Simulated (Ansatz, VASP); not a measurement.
One calculation of CoSn, two programs

```
CELL_PARAMETERS angstrom
5.21972 0.00000 0.00000
-2.60986 4.52041 0.00000
0.00000 0.00000 4.16847
ATOMIC_POSITIONS crystal
Co 0.00000 0.51437 0.00000
Co 0.48563 0.48563 0.00000
Co 0.51437 0.00000 0.00000
Sn 0.66667 0.33333 0.50000
Sn 0.33333 0.66667 0.50000
Sn 0.00000 0.00000 0.00000
```

Change from the starting cell: mode 4 (83.9 1/cm) frozen in, largest displacement +0.075 Å.

Alike in both runs: task single point; functional PBEsol; k mesh 12 × 12 × 12; occupations gaussian, width 0.15 eV; no spin polarisation.

|  | VASP | Ansatz |
| --- | --- | --- |
| version | VASP 6.6.1 | Ansatz 0.2.0 |
| potentials or method | VASP PAW PBE potentials, release 64 (Co, Sn_d), cutoff 520 eV | scalar-relativistic, plane waves, PAW |
| valence electrons in the cell | 69 | 93 |

|  | VASP | Ansatz | Ansatz less VASP |
| --- | --- | --- | --- |
| gap on the k mesh at the Fermi level (eV) | none | none | - |
| pressure (GPa) | 0.2 | 0.2 | +0.08 |
| traceless stress, the component that is largest in VASP (GPa) | -0.32 | -0.26 | +0.062 |
| rms of the force components (eV/Å) | 0.068 | 0.066 | -0.0024 |

VASP's potentials were made for PBE, not for PBEsol. Atom by atom the forces differ by 0.002 eV/Å (rms over components). A gap of «none» marks a metal or a gap that the smearing closes. With one functional, cell and mesh, what is left measures potentials, basis and numerics. VASP's potentials hold 69 valence electrons a cell and Ansatz's 93, so a difference there can come from the potentials and not from the codes.
